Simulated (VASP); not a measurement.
Ca: single point with PBE

Crystal: Ca.

```
CELL_PARAMETERS angstrom
-2.65421 2.65421 1.42029
2.65421 -2.65421 1.42029
2.65421 2.65421 -1.42029
ATOMIC_POSITIONS crystal
Ca 0.62500 0.87500 0.75000
Ca 0.37500 0.12500 0.25000
```

| Property | Result |
| --- | --- |
| Program | VASP 6.6.1 |
| Task | single point |
| Functional | PBE |
| Potentials or basis | VASP PAW PBE potentials, release 64 (Ca_sv) |
| Cutoff | 520 eV |
| k mesh | 15 × 15 × 15 |
| Occupations | fermi-dirac, width 0.05 eV |
| Spin | no spin polarisation |

```
Pressure               : 32.3 GPa
Band gap on the k mesh : zero (bands 10 and 11 overlap by 0.71 eV)
```

Levels at points of the mesh, in eV from the Fermi level:
```csv
k point,band 8,band 9,band 10,band 11,band 12,band 13
"(0.00, 0.00, 0.00)",-21.06,-4.31,-1.85,1.14,1.16,2.07
```

Run time: 4.6 min on 1 thread of Intel(R) Xeon(R) Platinum 8375C CPU @ 2.90GHz (Ice Lake), with other jobs on the host, peak memory 0.29 GiB.

Caveat: the cell stands under pressure.
